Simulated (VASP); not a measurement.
# HPt6 in VASP: single point with PBE+D3(BJ)

Aim: the single point of HPt6 with PBE+D3(BJ).

Everything below comes from runs of VASP 6.6.1. Logs are shortened: lines on timing, memory, paths and dates and some standing lists are left out, and cuts for length are marked.

**1. The cell of the first run**

The cell holds a slab with vacuum, 14 atoms: a = 5.556 Å, b = 5.556 Å, c = 22.896 Å, α = 90.00°, β = 90.00°, γ = 120.00°.

**2. Single point, PBE+D3(BJ)**

INCAR reads:

```
PREC = Accurate
ENCUT = 520
EDIFF = 1E-6
ISMEAR = 0
SIGMA = 0.1
LREAL = False
LASPH = True
NELM = 60
ALGO = Normal
ISIF = 2
LWAVE = False
LCHARG = False
LDIPOL = True
IDIPOL = 3
DIPOL = 0.5 0.5 0.482
GGA = PE
IVDW = 12
NBANDS = 74
```

KPOINTS reads:

```
regular mesh
0
Gamma
  4 4 1
```

POSCAR reads:

```
HPt6
1.0
    5.5557316924      0.0000000000      0.0000000000
   -2.7778658462      4.8114047822      0.0000000000
    0.0000000000      0.0000000000     22.8962359314
Pt H
12 2
Direct
    0.3333333333      0.1666666667      0.3494024094
    0.3333333333      0.6666666667      0.3494024094
    0.8333333333      0.1666666667      0.3494024094
    0.8333333333      0.6666666667      0.3494024094
    0.6673049480      0.3334313288      0.4499651749
    0.6670715629      0.8333178014      0.4499411533
    0.1669623836      0.3334317878      0.4499624807
    0.1669629047      0.8330891980      0.4499642328
    0.0008196941      0.4999687943      0.5510771078
    0.0007787698     -0.0000558037      0.5503922859
    0.5008369965      0.4999891553      0.5503966479
    0.5008220741     -0.0000277606      0.5504020496
    0.0070621134      0.4998160996      0.6917321946
    0.0071301043      0.4998080804      0.6584683956
```

Potentials or basis: VASP PAW PBE potentials, release 64 (Pt, H).

The run is started by

```bash
$ cat potpaw_PBE.64/Pt/POTCAR potpaw_PBE.64/H/POTCAR > POTCAR
$ mpirun -np 1 vasp_std > vasp.out
```

OUTCAR:

```text
PREC = Accurate
   ENCUT = 520
   EDIFF = 1E-6
   ISMEAR = 0
   LREAL = False
   LASPH = True
   NELM = 60
   ISIF = 2
   GGA = PE
   IVDW = 12
 IVDW          = 12

 ion  position               nearest neighbor table
   1  0.333  0.167  0.349-   2 2.78   4 2.78   2 2.78   4 2.78   3 2.78   3 2.78   7 2.81   8 2.81
                             5 2.81
   2  0.333  0.667  0.349-   1 2.78   3 2.78   1 2.78   3 2.78   4 2.78   4 2.78   8 2.80   7 2.81
                             6 2.81
   3  0.833  0.167  0.349-   2 2.78   4 2.78   4 2.78   2 2.78   1 2.78   1 2.78   5 2.80   6 2.81
                             7 2.81
   4  0.833  0.667  0.349-   1 2.78   3 2.78   3 2.78   1 2.78   2 2.78   2 2.78   6 2.80   5 2.81
                             8 2.81
   5  0.667  0.333  0.450-   7 2.78   8 2.78   6 2.78   6 2.78   8 2.78   7 2.78  11 2.80  12 2.80
                             3 2.80   4 2.81   1 2.81   9 2.82
   6  0.667  0.833  0.450-   8 2.78   5 2.78   7 2.78   7 2.78   5 2.78   8 2.78  12 2.80  11 2.80
                             4 2.80  10 2.80   3 2.81   2 2.81
   7  0.167  0.333  0.450-   8 2.78   5 2.78   6 2.78   6 2.78   5 2.78   8 2.78  10 2.80  11 2.81
                             1 2.81   2 2.81   3 2.81   9 2.81
   8  0.167  0.833  0.450-   7 2.78   5 2.78   6 2.78   6 2.78   5 2.78   7 2.78  10 2.80   2 2.80
                            12 2.81   1 2.81   4 2.81   9 2.82
   9  0.001  0.500  0.551-  11 2.78  10 2.78  12 2.78  12 2.78  10 2.78  11 2.78   7 2.81   8 2.82
                             5 2.82
  10  0.001  1.000  0.550-  11 2.78  12 2.78   9 2.78   9 2.78  12 2.78  11 2.78   8 2.80   7 2.80
                             6 2.80
  11  0.501  0.500  0.550-  10 2.78  12 2.78   9 2.78  12 2.78   9 2.78  10 2.78   5 2.80   6 2.80
                             7 2.81
  12  0.501  1.000  0.550-  10 2.78  11 2.78   9 2.78  11 2.78   9 2.78  10 2.78   6 2.80   5 2.80
                             8 2.81
  13  0.007  0.500  0.692-  14 0.76
  14  0.007  0.500  0.658-  13 0.76

  LATTYP: Found a hexagonal cell.
 ALAT       =     5.5557316924
 C/A-ratio  =     4.1211918068

  Lattice vectors:

 A1 = (   5.5557316924,   0.0000000000,   0.0000000000)
 A2 = (  -2.7778658462,   4.8114047822,   0.0000000000)
 A3 = (   0.0000000000,   0.0000000000,  22.8962359314)

Analysis of symmetry for initial positions (statically):
=====================================================================
 Subroutine PRICEL returns:
 Original cell was already a primitive cell.

 Routine SETGRP: Setting up the symmetry group for a
 hexagonal supercell.

 Subroutine GETGRP returns: Found  1 space group operations
 (whereof  1 operations were pure point group operations)
 out of a pool of 24 trial point group operations.

The static configuration has the point symmetry C_1 .

Analysis of symmetry for dynamics (positions and initial velocities):
[... 149 lines left out ...]
   LEPSILON=     F    determine dielectric tensor
   LRPA    =     F    only Hartree local field effects (RPA)
 non-spin polarized calculation
 Gauss-broadening in eV      SIGMA  =   0.10
  energy-cutoff  :      520.00
  volume of cell :      612.04
 maximum number of plane-waves:     16507
 NGX is ok and might be reduce to    42
   NGX = 21   NGY = 21   NGZ = 85

 dipolmoment           0.000000      0.000000      0.003670 electrons x Angstroem

 number of electron     122.0000013 magnetization

 dipolmoment           0.000000      0.000000     -0.033212 electrons x Angstroem

 Free energy of the ion-electron system (eV)
  ---------------------------------------------------
  ext. energy  EPLUGINS =         0.00000000
  ---------------------------------------------------
  free energy    TOTEN  =       -74.91121995 eV

  energy without entropy =      -74.79040587  energy(sigma->0) =      -74.85081291

 E-fermi :  -0.6225     XC(G=0):  -5.0264

 val. band max:       -0.6292105626   @ k =   0.0000   0.0000   0.0000
 cond. band min:      -0.6201232518   @ k =  -0.2500   0.2500   0.0000
 fundamental gap:      0.0090873108
 Fermi energy:        -0.6225176148

 k-point     1 :       0.0000    0.0000    0.0000
  band No.  band energies     occupation
      1      -9.6685      2.00000
      2      -8.0007      2.00000
      3      -7.4705      2.00000
      4      -7.0127      2.00000
      5      -7.0121      2.00000
      6      -7.0113      2.00000
[... 749 lines left out ...]
     72       3.9758      0.00000
     73       4.0423      0.00000
 [bands above 73 left out]

------------------------ aborting loop because EDIFF is reached ----------------------------------------

 vacuum level on the upper side and lower side of the slab       (xc-potential included)        -0.246        -0.031

 Edisp (eV)   -6.23610

 E8    (eV) :    -2.9678

  FORCE on cell =-STRESS in cart. coord.  units (eV):
  Direction    XX          YY          ZZ          XY          YZ          ZX
  --------------------------------------------------------------------------------------
  -------------------------------------------------------------------------------------
  Total     -17.65120   -17.65108    -0.76174     0.00583     0.00046    -0.01235
  in kB     -46.20697   -46.20667    -1.99406     0.01526     0.00121    -0.03232
  external pressure =      -31.47 kB  Pullay stress =        0.00 kB

 VOLUME and BASIS-vectors are now :
 -----------------------------------------------------------------------------
  energy-cutoff  :      520.00
  volume of cell :      612.04
      direct lattice vectors                 reciprocal lattice vectors
     5.555731692  0.000000000  0.000000000     0.179994293  0.103919754  0.000000000
    -2.777865846  4.811404782  0.000000000     0.000000000  0.207839507  0.000000000
     0.000000000  0.000000000 22.896235931     0.000000000  0.000000000  0.043675301

 POSITION                                       TOTAL-FORCE (eV/Angst)
 -----------------------------------------------------------------------------------
      1.38893      0.80190      8.00000         0.000296     -0.000035      0.013428
     -0.00000      3.20760      8.00000         0.000922      0.000265      0.033060
      4.16680      0.80190      8.00000         0.000453     -0.000475      0.033022
      2.77787      3.20760      8.00000         0.000173      0.000156      0.032988
      2.78114      1.60427     10.30251        -0.000878     -0.000572     -0.000881
      1.39123      4.00943     10.30196        -0.000176      0.000001     -0.000073
      0.00137      1.60428     10.30245         0.000771     -0.000374     -0.000460
     -1.38661      4.00833     10.30249         0.000114      0.000951     -0.000757
     -1.38429      2.40555     12.61759         0.000344     -0.000028     -0.026193
     -2.77338      4.81114     12.60191        -0.000119      0.000225     -0.027688
      1.39361      2.40565     12.60201        -0.000426      0.000012     -0.027824
      0.00464      4.81127     12.60214        -0.000053     -0.000165     -0.027966
     -1.34919      2.40482     15.83806        -0.000584      0.000014     -0.023526
     -1.34879      2.40478     15.07645        -0.000835      0.000025      0.022869
 -----------------------------------------------------------------------------------
    total drift:                               -0.000119      0.000015     -0.000008

  FREE ENERGIE OF THE ION-ELECTRON SYSTEM (eV)
  ---------------------------------------------------
  free  energy   TOTEN  =       -81.1473198993 eV

  energy  without entropy=      -81.0265058189  energy(sigma->0) =      -81.08691286

 vacuum level on the upper side and lower side of the slab         4.736         4.954
```

stdout:

```text
POSCAR found type information on POSCAR PtH
 POSCAR found :  2 types and      14 ions
 scaLAPACK will be used
 LDA part: xc-table for (Slater+PW92), standard interpolation
 POSCAR, INCAR and KPOINTS ok, starting setup
 FFT: planning ... GRIDC
 FFT: planning ... GRID_SOFT
 FFT: planning ... GRID
 WAVECAR not read
 entering main loop
```

Wall time 36 min (1 thread of Oxide Virtual Turin-like, shared host); peak memory 0.78 GiB.

What came out:

```yaml
Free_energy: -81.1473 eV
Largest_force: 0.033 eV/Å
Band_gap_on_the_k_mesh: zero (band 61 reaches -0.07 eV, above the bottom of band 62 at -0.73 eV)
Dispersion_energy_per_atom: -0.445 eV
```

Forces in eV/Å, atoms in the order of the input:
```
Pt   0.000  0.000  0.013
Pt   0.001  0.000  0.033
Pt   0.000  0.000  0.033
Pt   0.000  0.000  0.033
Pt  -0.001 -0.001 -0.001
Pt   0.000  0.000  0.000
Pt   0.001  0.000  0.000
Pt   0.000  0.001 -0.001
Pt   0.000  0.000 -0.026
Pt   0.000  0.000 -0.028
Pt   0.000  0.000 -0.028
Pt   0.000  0.000 -0.028
H   -0.001  0.000 -0.024
H   -0.001  0.000  0.023
```

Caveat: spin-orbit coupling is left out, which moves the levels of the heavy elements.
